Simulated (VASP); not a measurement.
# PbSe (P1) in VASP: single point with PBEsol

Aim: the single point of PbSe with PBEsol.

Program: VASP 6.6.1. These are calculated values, not measurements. Logs are shortened: lines on timing, memory, paths and dates and some standing lists are left out, and cuts for length are marked.

## 1. The cell of the first run

The typed cell holds 16 atoms: a = 9.682 Å, b = 9.682 Å, c = 9.682 Å, α = 60.00°, β = 60.00°, γ = 60.00°.

## 2. Single point, PBEsol

Contents of INCAR:

```
SYSTEM = PbSe
ALGO = Normal
EDIFF = 1E-6
ENCUT = 520
GGA = PS
ISIF = 2
ISMEAR = -1
LASPH = .True.
LCHARG = .False.
LREAL = Auto
LWAVE = .False.
NBANDS = 94
NELM = 80
PREC = Accurate
SIGMA = 0.069
```

Contents of KPOINTS:

```
k-points
0
Gamma
  2 2 2
  0 0 0
```

Contents of POSCAR:

```
PbSe
1.0
    0.0000000000      6.8464082621      6.8464082621
    6.8464082621      0.0000000000      6.8464082621
    6.8464082621      6.8464082621      0.0000000000
Pb Se
8 8
Direct
    0.0002805851      0.0034023679     -0.0029378908
    0.0006139716      0.0011577603      0.4955134678
    0.0007166531      0.4962265424      0.0029679066
   -0.0020946750      0.4962123014      0.5046438757
    0.5027299524     -0.0033928009     -0.0001322591
    0.5008256693      0.0000753680      0.4973975944
    0.4997562034      0.5076032376     -0.0065762949
    0.5023297426      0.5028600937      0.5002727516
    0.1283584715      0.1223884799      0.1260308277
    0.1222319745      0.1176409541      0.6339050833
    0.1201882752      0.6286009883      0.1229952944
    0.1187415312      0.6224314760      0.6324875518
    0.6196660114      0.1228439012      0.1290318173
    0.6257993733      0.1225473223      0.6271335035
    0.6221497955      0.6178032828      0.1360544777
    0.6293312252      0.6348681431      0.6155837249
```

Potentials or basis: VASP PAW PBE potentials, release 64 (Pb_d, Se).

Launch:

```
$ cat potpaw_PBE.64/Pb_d/POTCAR potpaw_PBE.64/Se/POTCAR > POTCAR
$ mpirun -np 1 vasp_std > vasp.out
```

OUTCAR:

```text
SYSTEM = PbSe
   EDIFF = 1E-6
   ENCUT = 520
   GGA = PS
   ISIF = 2
   ISMEAR = -1
   LASPH = .True.
   LREAL = Auto
   NELM = 80
   PREC = Accurate

 ion  position               nearest neighbor table
   1  0.000  0.003  0.997-  10 2.87  11 2.96   9 2.97  13 3.01
   2  0.001  0.001  0.496-   9 2.92  14 2.96  10 2.98  12 3.00
   3  0.001  0.496  0.003-  12 2.93  11 2.94   9 2.96  15 2.99
   4  0.998  0.496  0.505-  16 2.92  12 2.96  10 2.99  11 3.02
   5  0.503  0.997  1.000-  13 2.94  14 2.95   9 2.96  15 3.00
   6  0.501  0.000  0.497-  16 2.89  13 2.91  14 2.98  10 2.99
[... 8 lines left out ...]
  15  0.622  0.618  0.136-   8 2.88   7 2.97   3 2.99   5 3.00
  16  0.629  0.635  0.616-   6 2.89   4 2.92   8 2.96   7 2.99

  LATTYP: Found a face centered cubic cell.
 ALAT       =    13.6928165242

  Lattice vectors:

 A1 = (   0.0000000000,   6.8464082621,   6.8464082621)
 A2 = (   6.8464082621,   0.0000000000,   6.8464082621)
 A3 = (   6.8464082621,   6.8464082621,   0.0000000000)

Analysis of symmetry for initial positions (statically):
=====================================================================
 Subroutine PRICEL returns:
 Original cell was already a primitive cell.

 Routine SETGRP: Setting up the symmetry group for a
 face centered cubic supercell.

 Subroutine GETGRP returns: Found  1 space group operations
 (whereof  1 operations were pure point group operations)
 out of a pool of 48 trial point group operations.

The static configuration has the point symmetry C_1 .

Analysis of symmetry for dynamics (positions and initial velocities):
=====================================================================
 Subroutine PRICEL returns:
 Original cell was already a primitive cell.

 Routine SETGRP: Setting up the symmetry group for a
 face centered cubic supercell.

 Subroutine GETGRP returns: Found  1 space group operations
 (whereof  1 operations were pure point group operations)
 out of a pool of 48 trial point group operations.

The dynamic configuration has the point symmetry C_1 .

 Subroutine INISYM returns: Found  1 space group operations
 (whereof  1 operations are pure point group operations),
 and found     1 'primitive' translations

----------------------------------------------------------------------------------------

                                     Primitive cell

  volume of cell :     641.8276

  direct lattice vectors                    reciprocal lattice vectors
     0.000000000  6.846408262  6.846408262    -0.073030994  0.073030994  0.073030994
     6.846408262  0.000000000  6.846408262     0.073030994 -0.073030994  0.073030994
     6.846408262  6.846408262  0.000000000     0.073030994  0.073030994 -0.073030994

  length of vectors
     9.682283418  9.682283418  9.682283418     0.126493392  0.126493392  0.126493392

  position of ions in fractional coordinates (direct lattice)
     0.000280585  0.003402368  0.997062109
     0.000613972  0.001157760  0.495513468
     0.000716653  0.496226542  0.002967907
     0.997905325  0.496212301  0.504643876
     0.502729952  0.996607199  0.999867741
     0.500825669  0.000075368  0.497397594
[... 8 lines left out ...]
     0.622149796  0.617803283  0.136054478
     0.629331225  0.634868143  0.615583725

  ion indices of the primitive-cell ions
   primitive index   ion index
                 1           1
                 2           2
                 3           3
                 4           4
                 5           5
                 6           6
[... 8 lines left out ...]
                15          15
                16          16

----------------------------------------------------------------------------------------

 KPOINTS: k-points

Automatic generation of k-mesh.
 Grid dimensions read from file:
 generate k-points for:    2    2    2

 Generating k-lattice:

  Cartesian coordinates                     Fractional coordinates (reciprocal lattice)
    -0.036515497  0.036515497  0.036515497     0.500000000  0.000000000  0.000000000
     0.036515497 -0.036515497  0.036515497     0.000000000  0.500000000  0.000000000
     0.036515497  0.036515497 -0.036515497     0.000000000  0.000000000  0.500000000

  Length of vectors
     0.063246696  0.063246696  0.063246696

  Shift w.r.t. Gamma in fractional coordinates (k-lattice)
     0.000000000  0.000000000  0.000000000

 Subroutine IBZKPT returns following result:
 ===========================================

 Found      8 irreducible k-points:

 Following reciprocal coordinates:
            Coordinates               Weight
  0.000000  0.000000  0.000000      1.000000
  0.500000  0.000000  0.000000      1.000000
  0.000000  0.500000  0.000000      1.000000
  0.000000  0.000000  0.500000      1.000000
  0.500000  0.500000  0.500000      1.000000
  0.500000  0.500000  0.000000      1.000000
  0.000000  0.500000  0.500000      1.000000
  0.500000  0.000000  0.500000      1.000000
   k-points           NKPTS =      8   k-points in BZ     NKDIM =      8   number of bands    NBANDS=     94
   number of dos      NEDOS =    301   number of ions     NIONS =     16
   total plane-waves  NPLWV = 373248
   dimension x,y,z NGX =    72 NGY =   72 NGZ =   72
   dimension x,y,z NGXF=   144 NGYF=  144 NGZF=  144
   ions per type =               8   8
   NGX,Y,Z   is equivalent  to a cutoff of  12.36, 12.36, 12.36 a.u.
   NGXF,Y,Z  is equivalent  to a cutoff of  24.72, 24.72, 24.72 a.u.
 SYSTEM =  PbSe
   PREC   = accura    normal or accurate (medium, high low for compatibility)
   ISTART =      0    job   : 0-new  1-cont  2-samecut
   ICHARG =      2    charge: 1-file 2-atom 10-const
   ISPIN  =      1    spin polarized calculation?
   LNONCOLLINEAR =      F non collinear calculations
   LSORBIT =      F    spin-orbit coupling
   LASPH  =      T    aspherical Exc in radial PAW
   ENCUT  =  520.0 eV  38.22 Ry    6.18 a.u.  18.00 18.00 18.00*2*pi/ulx,y,z
   NELM   =     80;   NELMIN=  2; NELMDL= -5     # of ELM steps
   EDIFF  = 0.1E-05   stopping-criterion for ELM
   LREAL  =      T    real-space projection
   EDIFFG = 0.1E-04   stopping-criterion for IOM
   NSW    =      0    number of steps for IOM
   IBRION =     -1    ionic relax: 0-MD 1-quasi-New 2-CG
   NFREE  =      0    steps in history (QN), initial steepest desc. (CG)
   ISIF   =      2    stress and relaxation
   ISYM   =      2    0-nonsym 1-usesym 2-fastsym
   POTIM  = 0.5000    time-step for ionic-motion
   TEBEG  =    0.0;   TEEND  =   0.0 temperature during run
   PSTRESS=    0.0 pullay stress
   NELECT =     160.0000    total number of electrons
   NUPDOWN=      -1.0000    fix difference up-down
   EMIN   =  10.00;   EMAX   =-10.00  energy-range for DOS
   EFERMI =   0.00;   METHOD = LEGACY
   ISMEAR =    -1;   SIGMA  =   0.07  broadening in eV -4-tet -1-fermi 0-gaus
   EFERMI_NEDOS =   21; number of points for ismear=-14 and -15
   IALGO  =     38    algorithm
   IMIX   =      4    mixing-type and parameters
     AMIX     =   0.40;   BMIX     =  1.00
     AMIX_MAG =   1.60;   BMIX_MAG =  1.00
  volume/ion in A,a.u.               =      40.11       270.70
  Fermi-wavevector in a.u.,A,eV,Ry     =   1.030328  1.947037 14.443606  1.061575
  Thomas-Fermi vector in A             =   2.164420
   LORBIT       =      0    0 simple, 1 ext, 2 COOP (PROOUT), +10 PAW based schemes
   GGA     = PS    functional components
   LHFCALC =     F    Hartree Fock is set to
   AEXX    =    0.0000 exact exchange contribution
   IVDW    =     0    specifies the selected vdW correction
   LEPSILON=     F    determine dielectric tensor
   LRPA    =     F    only Hartree local field effects (RPA)
 non-spin polarized calculation
  energy-cutoff  :      520.00
  volume of cell :      641.83
 maximum number of plane-waves:     17261
   NGX = 37   NGY = 37   NGZ = 37

 number of electron     160.0000000 magnetization

 Free energy of the ion-electron system (eV)
  ---------------------------------------------------
  ext. energy  EPLUGINS =         0.00000000
  ---------------------------------------------------
  free energy    TOTEN  =       -67.06168524 eV

  energy without entropy =      -67.04632882  energy(sigma->0) =      -67.05400703

 E-fermi :   2.4961     XC(G=0):  -7.9344

 val. band max:        2.2450415845   @ k =   0.5000   0.0000   0.5000
 cond. band min:       2.6808340055   @ k =   0.0000   0.0000   0.0000
 fundamental gap:      0.4357924210
 Fermi energy:         2.4960598962

 k-point     1 :       0.0000    0.0000    0.0000
  band No.  band energies     occupation
      1     -14.6314      2.00000
      2     -14.6289      2.00000
      3     -14.6253      2.00000
      4     -14.5950      2.00000
      5     -14.5922      2.00000
      6     -14.5729      2.00000
[... 84 lines left out ...]
     91       5.0786      0.00000
     92       5.0914      0.00000

 k-point     2 :       0.5000    0.0000    0.0000
  band No.  band energies     occupation
      1     -14.6303      2.00000
      2     -14.6277      2.00000
      3     -14.6232      2.00000
      4     -14.5948      2.00000
      5     -14.5919      2.00000
      6     -14.5706      2.00000
[... 559 lines left out ...]
     91       5.0894      0.00000
     92       5.1050      0.00000

 k-point     8 :       0.5000    0.0000    0.5000
  band No.  band energies     occupation
      1     -14.6286      2.00000
      2     -14.6273      2.00000
      3     -14.6239      2.00000
      4     -14.5947      2.00000
      5     -14.5920      2.00000
      6     -14.5720      2.00000
[... 84 lines left out ...]
     91       5.0556      0.00000
     92       5.1360      0.00000
 [bands above 92 left out]

------------------------ aborting loop because EDIFF is reached ----------------------------------------

  FORCE on cell =-STRESS in cart. coord.  units (eV):
  Direction    XX          YY          ZZ          XY          YZ          ZX
  --------------------------------------------------------------------------------------
  -------------------------------------------------------------------------------------
  Total       -3.7589902     -3.7786915     -3.8147475      0.7758270     -0.4950216     -0.3614342
  in kB       -9.3834685     -9.4326484     -9.5226540      1.9366765     -1.2357093     -0.9022386
  external PRESSURE =      -9.4462570 kB  Pullay stress =       0.0000000 kB

 VOLUME and BASIS-vectors are now :
 -----------------------------------------------------------------------------
  energy-cutoff  :      520.00
  volume of cell :      641.83
      direct lattice vectors                 reciprocal lattice vectors
     0.000000000  6.846408262  6.846408262    -0.073030994  0.073030994  0.073030994
     6.846408262  0.000000000  6.846408262     0.073030994 -0.073030994  0.073030994
     6.846408262  6.846408262  0.000000000     0.073030994  0.073030994 -0.073030994

 POSITION                                       TOTAL-FORCE (eV/Angst)
 -----------------------------------------------------------------------------------
      6.84959      6.82822      0.02521         0.113696      0.079331     -0.199807
      3.40041      3.39669      0.01213         0.084092      0.153190     -0.147048
      3.41769      0.02523      3.40228         0.033150     -0.025621     -0.039121
      6.85227     10.28707     10.22934        -0.108544      0.035059      0.172623
     13.66868     10.28740     10.26507         0.044119      0.013518     -0.044800
      3.40590      6.83424      3.42937         0.236399     -0.050448      0.071900
[... 8 lines left out ...]
      5.16122      5.19098      8.48922        -0.104915     -0.131718      0.039377
      8.56110      8.52320      8.65523        -0.026243      0.126308     -0.114489
 -----------------------------------------------------------------------------------
    total drift:                               -0.006809      0.002585     -0.021208

  FREE ENERGIE OF THE ION-ELECTRON SYSTEM (eV)
  ---------------------------------------------------
  free  energy   TOTEN  =       -67.0616852419 eV

  energy  without entropy=      -67.0463288155  energy(sigma->0) =      -67.05400703
```

It took 14 min on 1 thread of Intel Xeon Platinum 8375C at 2.90GHz (Ice Lake), shared host; peak memory 0.87 GiB.

Results:

- Free energy: -67.0617 eV
- Pressure: -0.9 GPa
- Largest force: 0.302 eV/Å
- Band gap on the k mesh: 0.44 eV

Forces on the atoms (eV/Å):
```
Pb   0.114  0.079 -0.200
Pb   0.084  0.153 -0.147
Pb   0.033 -0.026 -0.039
Pb  -0.109  0.035  0.173
Pb   0.044  0.014 -0.045
Pb   0.236 -0.050  0.072
Pb   0.013  0.088 -0.207
Pb   0.037  0.024 -0.299
Se  -0.088 -0.011  0.120
Se  -0.103 -0.152  0.085
Se  -0.024  0.160  0.106
Se  -0.098 -0.063  0.108
Se   0.008 -0.172  0.216
Se  -0.017 -0.072  0.132
Se  -0.105 -0.132  0.039
Se  -0.026  0.126 -0.114
```

Caveat: the PAW data sets were made with another functional, which shifts forces and pressure a little; spin-orbit coupling is left out, which moves the levels of the heavy elements. A k mesh can miss the band edges.
